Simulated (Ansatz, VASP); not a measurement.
**Ba: VASP beside Ansatz**

The input POSCAR:

```
Ba
1.0
   -2.5367939014      2.5367939014      2.5367939014
    2.5367939014     -2.5367939014      2.5367939014
    2.5367939014      2.5367939014     -2.5367939014
Ba
1
Direct
    0.0000000000      0.0000000000      0.0000000000
```

INCAR.step1

```
ALGO     = Normal         # electronic algorithm
EDIFF    = 1E-4           # SCF threshold, eV
ENCUT    = 520            # plane-wave cutoff, eV
GGA      = PE             # functional
ISMEAR   = -1             # smearing method
LASPH    = T              # aspherical terms in the spheres
LCHARG   = F              # write CHGCAR
LREAL    = F              # projectors in reciprocal space
LWAVE    = T              # write WAVECAR
NBANDS   = 11             # bands
NELM     = 100            # most SCF steps
PREC     = Accurate       # precision mode
SIGMA    = 0.03           # smearing width, eV
```

The input INCAR.step2:

```
ALGO     = Normal         # electronic algorithm
EDIFF    = 1E-6           # SCF threshold, eV
ENCUT    = 520            # plane-wave cutoff, eV
ISIF     = 2              # what is computed and relaxed
ISMEAR   = -1             # smearing method
ISTART   = 1            
LASPH    = T              # aspherical terms in the spheres
LCHARG   = F              # write CHGCAR
LMIXTAU  = T            
LREAL    = F              # projectors in reciprocal space
LWAVE    = F              # write WAVECAR
METAGGA  = R2SCAN         # meta-GGA
NBANDS   = 11             # bands
NELM     = 100            # most SCF steps
PREC     = Accurate       # precision mode
SIGMA    = 0.03           # smearing width, eV
```

Contents of KPOINTS:

```
k-points
0
Gamma
  9 9 9
```

Input for Ansatz:

```yaml
crystal:
  lattice:
    - [-2.5367939014, 2.5367939014, 2.5367939014]
    - [2.5367939014, -2.5367939014, 2.5367939014]
    - [2.5367939014, 2.5367939014, -2.5367939014]
  atoms:
    - { symbol: Ba, position: [0.0, 0.0, 0.0] }
hamiltonian:
  xc: r2scan
  pseudopotentials:
    kind: paw
    azcp:
      Ba: "pseudopotentials/Ba.paw.azcp"
basis:
  ecutwfc: 500
  fft_grid_basis: typed
kpoints:
  mp_grid: { grid: [9, 9, 9], shift: [0, 0, 0] }
magnetization:
  spin_polarized: false
scf:
  occupations: { method: fermi_dirac, width: 0.03 }
  lower_state_search: "off"
output:
  stress: true
```

Alike in both runs: task single point; functional r2SCAN; k mesh 9 × 9 × 9; occupations fermi-dirac, width 0.03 eV; no spin polarisation.

|  | VASP | Ansatz |
| --- | --- | --- |
| version | VASP 6.6.1 | Ansatz 0.2.0 |
| potentials or method | VASP PAW PBE potentials, release 64 (Ba_sv), cutoff 520 eV | plane waves (500 eV) with PAW, scalar-relativistic |
| valence electrons in the cell | 10 | 10 |

```csv
,VASP,Ansatz,Ansatz less VASP
pressure (GPa),0.0,0.0,-0.05
```

VASP's potentials were made for PBE, not for r2SCAN. The functional is the same, so the differences come from potentials, cutoffs and numerics.

Neither program's run includes spin-orbit coupling.
